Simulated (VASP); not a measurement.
Here is a VASP 6.6.1 calculation.

INCAR

```
  PREC = Accurate
  ENCUT = 520
  EDIFF = 1E-7
  ISMEAR = 1
  SIGMA = 0.2
  LREAL = F
  LASPH = T
  NELM = 100
  ALGO = Normal
  ISIF = 2
  LWAVE = F
  LCHARG = F
  GGA = PE
  NBANDS = 18
```

The input KPOINTS:

```
regular mesh
0
Gamma
  11 11 6
```

POSCAR

```
Sc
1.0
    3.3193628924      0.0000000000      0.0000000000
   -1.6596814462      2.8746525892      0.0000000000
    0.0000000000      0.0000000000      5.1842605006
Sc
2
Direct
    0.3333333333      0.6666666667      0.2500000000
    0.6666666667      0.3333333333      0.7500000000
```

Potentials or basis: VASP PAW PBE potentials, release 64 (Sc_sv).

Run with:

```console
$ cat potpaw_PBE.64/Sc_sv/POTCAR > POTCAR
$ mpirun -np 1 vasp_std > vasp.out
```

What does it give for the pressure?

-0.2 GPa.

What does it give for the band gap on the k mesh?

Zero (bands 11 and 12 overlap by 1.46 eV).

Stress tensor (GPa, compression positive):
```
-0.08  0.00  0.00
 0.00 -0.08  0.00
 0.00  0.00 -0.42
```
